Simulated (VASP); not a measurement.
The system is LiH.

```xyz
2
Lattice="0.0000 1.9397 1.9397 1.9397 0.0000 1.9397 1.9397 1.9397 0.0000" Properties=species:S:1:pos:R:3 pbc="T T T"
Li    0.0000    0.0000    0.0000
H     1.9397    1.9397    1.9397
```

```yaml
Program: VASP 6.6.1
Task: relaxation of cell and atoms
Functional: r2SCAN
Dispersion: rVV10
Potentials_or_basis: VASP PAW PBE potentials, release 64 (Li_sv, H)
Cutoff: 600 eV
k_mesh: 10 × 10 × 10
Occupations: fermi-dirac, width 0.02 eV
Spin: no spin polarisation
```

At the start: pressure 3.5 GPa; volume 7.30 Å³/atom.

**Question.** How do energy, volume and symmetry change on relaxing?

**Answer.** Over 6 steps the energy falls by 6.9 meV/atom and the volume is 7.91 Å³/atom (+8.4 %); space group Fm-3m (No. 225, to 0.05 Å).

Step by step:
| step | energy change (eV) | largest force (eV/Å) | pressure (GPa) | volume (Å³) |
| --- | --- | --- | --- | --- |
| 1 | 0.0000 | 0.0000 | 3.51 | 14.60 |
| 2 | -0.0066 | 0.0000 | 2.58 | 14.94 |
| 3 | -0.0126 | 0.0000 | 0.98 | 15.45 |
| 4 | -0.0104 | 0.0000 | -1.34 | 16.50 |
| 5 | -0.0137 | 0.0000 | -0.14 | 15.87 |
| 6 | -0.0137 | 0.0000 | -0.01 | 15.82 |

Final structure:
```yaml
crystal:
  lattice:
    - [0.00000, 1.99231, 1.99231]
    - [1.99231, 0.00000, 1.99231]
    - [1.99231, 1.99231, 0.00000]
  atoms:
    - { symbol: Li, position: [0.00000, 0.00000, 0.00000] }
    - { symbol: H, position: [0.50000, 0.50000, 0.50000] }
```

Caveat: the cutoff is under 1.25 times the usual one of these potentials, so pressure, stress and relaxed cells hold a basis-set (Pulay) error; the PAW data sets were made with another functional, which shifts forces and pressure a little.
